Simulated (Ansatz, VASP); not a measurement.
**LiBr: VASP beside Ansatz**

The input INCAR:

```
  ALGO = Normal
  EDIFF = 1E-8
  ENCUT = 650
  GGA = PE
  GGA_COMPAT = False
  ISIF = 2
  ISMEAR = -1
  LASPH = True
  LCHARG = False
  LEFG = True
  LREAL = False
  LWAVE = False
  NBANDS = 12
  NELM = 120
  PREC = Accurate
  SIGMA = 0.03
```

File KPOINTS:

```
k-points
0
Gamma
  9 9 9
```

The input POSCAR:

```
LiBr
1.0
    0.0000000000      2.6056033766      2.6056033766
    2.6056033766      0.0000000000      2.6056033766
    2.6056033766      2.6056033766      0.0000000000
Li Br
1 1
Direct
    0.0000000000      0.0000000000      0.0000000000
    0.5000000000      0.5000000000      0.5000000000
```

Input for Ansatz:

```yaml
crystal:
  lattice:
    - [0.0, 2.6056033766, 2.6056033766]
    - [2.6056033766, 0.0, 2.6056033766]
    - [2.6056033766, 2.6056033766, 0.0]
  atoms:
    - { symbol: Li, position: [0.0, 0.0, 0.0] }
    - { symbol: Br, position: [0.5, 0.5, 0.5] }
kpoints:
  mp_grid: { grid: [9, 9, 9] }
  band_path:
    path:
      - [0.0, 0.0, 0.0]
      - [0.5, 0.0, 0.5]
      - [0.625, 0.25, 0.625]
      - [0.375, 0.375, 0.75]
      - [0.0, 0.0, 0.0]
      - [0.5, 0.5, 0.5]
      - [0.5, 0.25, 0.75]
      - [0.5, 0.0, 0.5]
    npoints: 6
scf:
  occupations: { method: fermi_dirac, width: 0.03 }
hamiltonian:
  xc: pbe
  pseudopotentials: { kind: paw }
output:
  forces: true
  stress: true
  eigenvalues: true
  efg: { contact_densities: true }
  populations: true
  write_density: true
  write_potential: true
  elf: true
  volumetric_format: npy
```

Change from the starting cell: volume scaled by 0.85, PAW files.

Alike in both runs: task electric field gradients; functional PBE; k mesh 9 × 9 × 9; occupations fermi-dirac, width 0.03 eV; no spin polarisation.

|  | VASP | Ansatz |
| --- | --- | --- |
| version | VASP 6.6.1 | Ansatz 0.2.0 |
| potentials or method | VASP PAW PBE potentials, release 64 (Li_sv, Br) | PAW with Ansatz's default frozen-core files, scalar-relativistic |
| plane-wave cutoff (eV) | 650 | 420 |
| valence electrons in the cell | 10 | 10 |

|  | VASP | Ansatz | Ansatz less VASP |
| --- | --- | --- | --- |
| gap on the k mesh at the Fermi level (eV) | 5.73 | 5.74 | +0.003 |
| pressure (GPa) | 6.1 | 6.2 | +0.12 |
